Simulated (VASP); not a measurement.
A run of VASP 6.6.1 is set up as follows.

The input INCAR:

```
  PREC = Accurate
  ENCUT = 520
  EDIFF = 1E-7
  ISMEAR = 1
  SIGMA = 0.05
  LREAL = False
  LASPH = True
  NELM = 80
  ALGO = Normal
  ISIF = 2
  LWAVE = False
  LCHARG = False
  GGA = PE
  NBANDS = 15
```

Contents of KPOINTS:

```
regular mesh
0
Gamma
  11 11 11
```

POSCAR

```
TaN
1.0
    0.0000000000      2.0881007737      2.0881007737
    2.0881007737      0.0000000000      2.0881007737
    2.0881007737      2.0881007737      0.0000000000
Ta N
1 1
Direct
    0.5000000000      0.5000000000      0.5000000000
    0.0000000000      0.0000000000      0.0000000000
```

Potentials or basis: VASP PAW PBE potentials, release 64 (Ta_pv, N).

Run with:

```bash
$ cat potpaw_PBE.64/Ta_pv/POTCAR potpaw_PBE.64/N/POTCAR > POTCAR
$ mpirun -np 1 vasp_std > vasp.out
```

(1) Predict the band gap on the k mesh.

(2) What does it give for the pressure?

Results:

(1) zero (band 8 reaches 13.49 eV, above the bottom of band 9 at 8.80 eV).

(2) 82.3 GPa.

Caveat: spin-orbit coupling is left out, which moves the levels of the heavy elements.
